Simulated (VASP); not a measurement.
Here is a VASP 6.6.1 calculation.

Contents of INCAR:

```
SYSTEM = Cr
PREC = Accurate ; ENCUT = 520
EDIFF = 1E-6 ; ISMEAR = -1
SIGMA = 0.1 ; LREAL = .FALSE.
LASPH = .TRUE. ; NELM = 80
ALGO = Normal ; ISIF = 2
LWAVE = .FALSE. ; LCHARG = .FALSE.
GGA = PS ; NBANDS = 12
```

KPOINTS

```
Automatic mesh
0
G
  15 15 15
  0 0 0
```

The input POSCAR:

```
Cr
1.0
    2.3669188894      0.0000000000      0.0000000000
    0.0000000000      2.3669188894      0.0000000000
    0.0000000000      0.0000000000      2.3669188894
Cr
1
Direct
    0.0000000000      0.0000000000      0.0000000000
```

Potentials or basis: VASP PAW PBE potentials, release 64 (Cr_pv).

Launch:

```console
$ cat potpaw_PBE.64/Cr_pv/POTCAR > POTCAR
$ mpirun -np 1 vasp_std > vasp.out
```

Question: Predict the band gap on the k mesh.

Answer: Zero (band 6 reaches 10.00 eV, above the bottom of band 7 at 8.38 eV).

Question: Estimate the pressure.

Answer: -13.3 GPa.

Caveat: the PAW data sets were made with another functional, which shifts forces and pressure a little; the run has no spin polarisation, though such a crystal can be magnetic. Spin polarisation is off, so any magnetic state and its effect on volume and gap are missing.
